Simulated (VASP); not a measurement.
# Cd2Sb3As (P-3m1) in VASP: single point with PBEsol

Aim: the single point of Cd2Sb3As with PBEsol.

Program: VASP 6.6.1. These are calculated values, not measurements. Logs are shortened: lines on timing, memory, paths and dates and some standing lists are left out, and cuts for length are marked.

**1. The cell of the first run**

Symmetry: P-3m1, No. 164, trigonal system. The conventional cell has a = 4.824 Å, b = 4.824 Å, c = 7.223 Å, α = 90.00°, β = 90.00°, γ = 120.00°. Cd (site symmetry 3m) has 3 As at 2.95 Å and 7 Sb at 3.05 to 3.84 Å and 3 Cd at 3.39 Å within 3.9 Å. Within 4.0 Å of Sb (site symmetry 3m) lie 4 Cd at 3.05 to 3.18 Å and 6 Sb at 3.12 to 3.95 Å and 3 As at 3.55 Å. Within 4.1 Å of Sb (site symmetry -3m) lie 6 Sb at 3.12 Å and 2 As at 3.61 Å and 6 Cd at 3.84 Å. As (site symmetry -3m) has 6 Cd at 2.95 Å and 8 Sb at 3.55 to 3.61 Å within 3.9 Å.

**2. Single point, PBEsol**

Input file INCAR:

```
SYSTEM = Cd2Sb3As
PREC = Accurate
ENCUT = 520
EDIFF = 1E-6
ISMEAR = -1
SIGMA = 0.03
LREAL = .False.
LASPH = .True.
NELM = 60
ALGO = Normal
ISIF = 2
LWAVE = .False.
LCHARG = .True.
GGA = PS
LELF = .True.
LVHAR = .True.
NBANDS = 31
```

Input file KPOINTS:

```
Automatic mesh
0
Gamma
  6 6 4
  0 0 0
```

Input file POSCAR:

```
Cd2Sb3As
1.0
    4.8242557359     -0.0000000028      0.0000000000
   -2.4121278655      4.1779280231      0.0000000000
    0.0000000000      0.0000000000      7.2231822443
Cd Sb As
2 3 1
Direct
    0.6666666667      0.3333333333      0.8658473743
    0.3333333333      0.6666666667      0.1341526257
    0.6666666667      0.3333333333      0.3058143583
    0.3333333333      0.6666666667      0.6941856417
    0.0000000000      0.0000000000      0.5000000000
    0.0000000000      0.0000000000      0.0000000000
```

Potentials or basis: VASP PAW PBE potentials, release 64 (Cd, Sb, As).

On the command line:

```sh
$ cat potpaw_PBE.64/Cd/POTCAR potpaw_PBE.64/Sb/POTCAR potpaw_PBE.64/As/POTCAR > POTCAR
$ mpirun -np 1 vasp_std > vasp.out
```

OUTCAR:

```text
SYSTEM = Cd2Sb3As
   PREC = Accurate
   ENCUT = 520
   EDIFF = 1E-6
   ISMEAR = -1
   LREAL = .False.
   LASPH = .True.
   NELM = 60
   ISIF = 2
   GGA = PS

 ion  position               nearest neighbor table
   1  0.667  0.333  0.866-   6 2.95   6 2.95   6 2.95   4 3.05   4 3.05   4 3.05   3 3.18   2 3.39
                             2 3.39   2 3.39
   2  0.333  0.667  0.134-   6 2.95   6 2.95   6 2.95   3 3.05   3 3.05   3 3.05   4 3.18   1 3.39
                             1 3.39   1 3.39
   3  0.667  0.333  0.306-   2 3.05   2 3.05   2 3.05   5 3.12   5 3.12   5 3.12   1 3.18
   4  0.333  0.667  0.694-   1 3.05   1 3.05   1 3.05   5 3.12   5 3.12   5 3.12   2 3.18
   5  0.000  0.000  0.500-   3 3.12   4 3.12   3 3.12   4 3.12   3 3.12   4 3.12
   6  0.000  0.000  0.000-   1 2.95   2 2.95   1 2.95   2 2.95   1 2.95   2 2.95

  LATTYP: Found a hexagonal cell.
 ALAT       =     4.8242557359
 C/A-ratio  =     1.4972635448

  Lattice vectors:

 A1 = (   4.8242557359,  -0.0000000028,   0.0000000000)
 A2 = (  -2.4121278655,   4.1779280231,   0.0000000000)
 A3 = (   0.0000000000,   0.0000000000,   7.2231822443)

Analysis of symmetry for initial positions (statically):
=====================================================================
 Subroutine PRICEL returns:
 Original cell was already a primitive cell.

 Routine SETGRP: Setting up the symmetry group for a
 hexagonal supercell.

 Subroutine GETGRP returns: Found 12 space group operations
 (whereof 12 operations were pure point group operations)
 out of a pool of 24 trial point group operations.

The static configuration has the point symmetry D_3d.

Analysis of symmetry for dynamics (positions and initial velocities):
=====================================================================
 Subroutine PRICEL returns:
 Original cell was already a primitive cell.

 Routine SETGRP: Setting up the symmetry group for a
 hexagonal supercell.

 Subroutine GETGRP returns: Found 12 space group operations
 (whereof 12 operations were pure point group operations)
 out of a pool of 24 trial point group operations.

The dynamic configuration has the point symmetry D_3d.

 Subroutine INISYM returns: Found 12 space group operations
 (whereof 12 operations are pure point group operations),
 and found     1 'primitive' translations

----------------------------------------------------------------------------------------

                                     Primitive cell

  volume of cell :     145.5861

  direct lattice vectors                    reciprocal lattice vectors
     4.824255736 -0.000000003  0.000000000     0.207285860  0.119676547  0.000000000
    -2.412127866  4.177928023  0.000000000     0.000000000  0.239353094  0.000000000
     0.000000000  0.000000000  7.223182244     0.000000000  0.000000000  0.138443136

  length of vectors
     4.824255736  4.824255736  7.223182244     0.239353094  0.239353094  0.138443136

  position of ions in fractional coordinates (direct lattice)
     0.666666667  0.333333333  0.865847374
     0.333333333  0.666666667  0.134152626
     0.666666667  0.333333333  0.305814358
     0.333333333  0.666666667  0.694185642
     0.000000000  0.000000000  0.500000000
     0.000000000  0.000000000  0.000000000

  ion indices of the primitive-cell ions
   primitive index   ion index
                 1           1
                 2           2
                 3           3
                 4           4
                 5           5
                 6           6

----------------------------------------------------------------------------------------

 KPOINTS: Automatic mesh

Automatic generation of k-mesh.
 Grid dimensions read from file:
 generate k-points for:    6    6    4

 Generating k-lattice:

  Cartesian coordinates                     Fractional coordinates (reciprocal lattice)
     0.034547643  0.019946091  0.000000000     0.166666667  0.000000000  0.000000000
     0.000000000  0.039892182  0.000000000    -0.000000000  0.166666667  0.000000000
     0.000000000  0.000000000  0.034610784     0.000000000  0.000000000  0.250000000

  Length of vectors
     0.039892182  0.039892182  0.034610784

  Shift w.r.t. Gamma in fractional coordinates (k-lattice)
     0.000000000  0.000000000  0.000000000

 Subroutine IBZKPT returns following result:
 ===========================================

 Found     24 irreducible k-points:

 Following reciprocal coordinates:
            Coordinates               Weight
  0.000000  0.000000  0.000000      1.000000
  0.166667 -0.000000  0.000000      6.000000
  0.333333  0.000000  0.000000      6.000000
  0.500000  0.000000  0.000000      3.000000
  0.166667  0.166667  0.000000      6.000000
  0.333333  0.166667  0.000000     12.000000
[... 16 lines left out ...]
  0.333333  0.166667  0.500000     12.000000
  0.333333  0.333333  0.500000      2.000000
   k-points           NKPTS =     24   k-points in BZ     NKDIM =     24   number of bands    NBANDS=     31
   number of dos      NEDOS =    301   number of ions     NIONS =      6
   total plane-waves  NPLWV =  69984
   dimension x,y,z NGX =    36 NGY =   36 NGZ =   54
   dimension x,y,z NGXF=    72 NGYF=   72 NGZF=  108
   ions per type =               2   3   1
   NGX,Y,Z   is equivalent  to a cutoff of  12.41, 12.41, 12.43 a.u.
   NGXF,Y,Z  is equivalent  to a cutoff of  24.81, 24.81, 24.86 a.u.
 SYSTEM =  Cd2Sb3As
   PREC   = accura    normal or accurate (medium, high low for compatibility)
   ISTART =      0    job   : 0-new  1-cont  2-samecut
   ICHARG =      2    charge: 1-file 2-atom 10-const
   ISPIN  =      1    spin polarized calculation?
   LNONCOLLINEAR =      F non collinear calculations
   LSORBIT =      F    spin-orbit coupling
   LASPH  =      T    aspherical Exc in radial PAW
   ENCUT  =  520.0 eV  38.22 Ry    6.18 a.u.   8.97  8.97 13.43*2*pi/ulx,y,z
   NELM   =     60;   NELMIN=  2; NELMDL= -5     # of ELM steps
   EDIFF  = 0.1E-05   stopping-criterion for ELM
   LREAL  =      F    real-space projection
   EDIFFG = 0.1E-04   stopping-criterion for IOM
   NSW    =      0    number of steps for IOM
   IBRION =     -1    ionic relax: 0-MD 1-quasi-New 2-CG
   NFREE  =      0    steps in history (QN), initial steepest desc. (CG)
   ISIF   =      2    stress and relaxation
   ISYM   =      2    0-nonsym 1-usesym 2-fastsym
   POTIM  = 0.5000    time-step for ionic-motion
   TEBEG  =    0.0;   TEEND  =   0.0 temperature during run
   PSTRESS=    0.0 pullay stress
   NELECT =      44.0000    total number of electrons
   NUPDOWN=      -1.0000    fix difference up-down
   EMIN   =  10.00;   EMAX   =-10.00  energy-range for DOS
   EFERMI =   0.00;   METHOD = LEGACY
   ISMEAR =    -1;   SIGMA  =   0.03  broadening in eV -4-tet -1-fermi 0-gaus
   EFERMI_NEDOS =   21; number of points for ismear=-14 and -15
   IALGO  =     38    algorithm
   IMIX   =      4    mixing-type and parameters
     AMIX     =   0.40;   BMIX     =  1.00
     AMIX_MAG =   1.60;   BMIX_MAG =  1.00
  volume/ion in A,a.u.               =      24.26       163.74
  Fermi-wavevector in a.u.,A,eV,Ry     =   1.098632  2.076114 16.422142  1.206993
  Thomas-Fermi vector in A             =   2.235013
   LORBIT       =      0    0 simple, 1 ext, 2 COOP (PROOUT), +10 PAW based schemes
   GGA     = PS    functional components
   LHFCALC =     F    Hartree Fock is set to
   AEXX    =    0.0000 exact exchange contribution
   IVDW    =     0    specifies the selected vdW correction
   LEPSILON=     F    determine dielectric tensor
   LRPA    =     F    only Hartree local field effects (RPA)
 non-spin polarized calculation
  energy-cutoff  :      520.00
  volume of cell :      145.59
 maximum number of plane-waves:      3936
   NGX = 17   NGY = 17   NGZ = 27

 number of electron      44.0000000 magnetization

 Free energy of the ion-electron system (eV)
  ---------------------------------------------------
  ext. energy  EPLUGINS =         0.00000000
  ---------------------------------------------------
  free energy    TOTEN  =       -19.77554213 eV

  energy without entropy =      -19.75875052  energy(sigma->0) =      -19.76714632

 E-fermi :   6.0788     XC(G=0): -10.5501

 val. band max:        6.0763521900   @ k =   0.1667  -0.0000   0.0000
 cond. band min:       6.0898466107   @ k =   0.5000   0.0000   0.2500
 fundamental gap:      0.0134944207
 Fermi energy:         6.0788280911

 k-point     1 :       0.0000    0.0000    0.0000
  band No.  band energies     occupation
      1      -6.4216      2.00000
      2      -4.5402      2.00000
      3      -3.8746      2.00000
      4      -2.9660      2.00000
      5      -2.9660      2.00000
      6      -2.8040      2.00000
[... 23 lines left out ...]
     30       8.4812      0.00000
     31       9.0757      0.00000

 k-point     2 :       0.1667   -0.0000    0.0000
  band No.  band energies     occupation
      1      -6.2129      2.00000
      2      -4.5039      2.00000
      3      -3.8138      2.00000
      4      -2.9334      2.00000
      5      -2.9218      2.00000
      6      -2.7961      2.00000
[... 23 lines left out ...]
     30       9.8616      0.00000
     31      10.8415      0.00000

 k-point     3 :       0.3333    0.0000    0.0000
  band No.  band energies     occupation
      1      -5.6476      2.00000
      2      -4.4472      2.00000
      3      -3.7637      2.00000
      4      -2.9453      2.00000
      5      -2.8234      2.00000
      6      -2.7753      2.00000
[... 23 lines left out ...]
     30      11.4932      0.00000
     31      11.7964      0.00000

 k-point     4 :       0.5000    0.0000    0.0000
  band No.  band energies     occupation
      1      -5.1856      2.00000
      2      -4.2022      2.00000
      3      -4.1857      2.00000
      4      -2.9890      2.00000
      5      -2.7954      2.00000
      6      -2.7140      2.00000
[... 635 lines left out ...]
     30      11.1103      0.00000
     31      11.4755      0.00000

 k-point    23 :       0.3333    0.1667    0.5000
  band No.  band energies     occupation
      1      -5.0628      2.00000
      2      -4.4861      2.00000
      3      -3.8355      2.00000
      4      -3.2539      2.00000
      5      -2.7818      2.00000
      6      -2.7063      2.00000
[... 23 lines left out ...]
     30      11.1683      0.00000
     31      12.4460      0.00000

 k-point    24 :       0.3333    0.3333    0.5000
  band No.  band energies     occupation
      1      -4.9801      2.00000
      2      -3.8602      2.00000
      3      -3.8602      2.00000
      4      -3.7061      2.00000
      5      -2.7791      2.00000
      6      -2.6602      2.00000
[... 23 lines left out ...]
     30      11.4483      0.00000
     31      12.4765      0.00000

------------------------ aborting loop because EDIFF is reached ----------------------------------------

  FORCE on cell =-STRESS in cart. coord.  units (eV):
  Direction    XX          YY          ZZ          XY          YZ          ZX
  --------------------------------------------------------------------------------------
  -------------------------------------------------------------------------------------
  Total        0.1849761      0.1849761      0.0965232      0.0000000      0.0000000     -0.0000000
  in kB        2.0356647      2.0356647      1.0622391      0.0000000      0.0000000     -0.0000000
  external PRESSURE =       1.7111895 kB  Pullay stress =       0.0000000 kB

 VOLUME and BASIS-vectors are now :
 -----------------------------------------------------------------------------
  energy-cutoff  :      520.00
  volume of cell :      145.59
      direct lattice vectors                 reciprocal lattice vectors
     4.824255736 -0.000000003  0.000000000     0.207285860  0.119676547  0.000000000
    -2.412127866  4.177928023  0.000000000     0.000000000  0.239353094  0.000000000
     0.000000000  0.000000000  7.223182244     0.000000000  0.000000000  0.138443136

 POSITION                                       TOTAL-FORCE (eV/Angst)
 -----------------------------------------------------------------------------------
      2.41213      1.39264      6.25417        -0.000000      0.000000     -0.011441
      0.00000      2.78529      0.96901        -0.000000     -0.000000      0.011441
      2.41213      1.39264      2.20895         0.000000     -0.000000      0.010201
      0.00000      2.78529      5.01423        -0.000000      0.000000     -0.010201
      0.00000      0.00000      3.61159        -0.000000     -0.000000      0.000000
      0.00000      0.00000      0.00000        -0.000000     -0.000000      0.000000
 -----------------------------------------------------------------------------------
    total drift:                               -0.000000      0.000000      0.000000

  FREE ENERGIE OF THE ION-ELECTRON SYSTEM (eV)
  ---------------------------------------------------
  free  energy   TOTEN  =       -19.7755421259 eV

  energy  without entropy=      -19.7587505151  energy(sigma->0) =      -19.76714632
```

It took 62 s on 1 thread of Intel Xeon Platinum 8488C (Sapphire Rapids), shared host; peak memory 0.31 GiB.

Results:

```
Free energy            : -19.7755 eV
Pressure               : 0.2 GPa
Largest force          : 0.011 eV/Å
Band gap on the k mesh : zero (band 22 reaches 6.86 eV, above the bottom of band 23 at 5.23 eV)
```

Forces in eV/Å, atoms in the order of the input:
```
Cd   0.000  0.000 -0.011
Cd   0.000  0.000  0.011
Sb   0.000  0.000  0.010
Sb   0.000  0.000 -0.010
Sb   0.000  0.000  0.000
As   0.000  0.000  0.000
```

Levels at points of the mesh, in eV from the Fermi level:
| k point | band 18 | band 19 | band 20 | band 21 | band 22 | band 23 | band 24 | band 25 | band 26 | band 27 |
| --- | --- | --- | --- | --- | --- | --- | --- | --- | --- | --- |
| (0.00, 0.00, 0.00) | -2.34 | -1.72 | -1.72 | -1.19 | -1.19 | -0.38 | 1.23 | 1.23 | 1.23 | 1.36 |
| (0.50, 0.00, 0.00) | -3.41 | -1.72 | -1.65 | -1.63 | -1.09 | 0.59 | 1.82 | 2.34 | 3.39 | 3.73 |
| (0.00, 0.00, 0.50) | -2.41 | -1.57 | -1.57 | -1.20 | -1.20 | -0.84 | -0.11 | -0.04 | -0.04 | 2.32 |
| (0.50, 0.00, 0.50) | -3.53 | -2.59 | -2.26 | -1.00 | -0.59 | 0.95 | 1.15 | 1.69 | 2.41 | 4.30 |

Caveat: the PAW data sets were made with another functional, which shifts forces and pressure a little; spin-orbit coupling is left out, which moves the levels of the heavy elements.
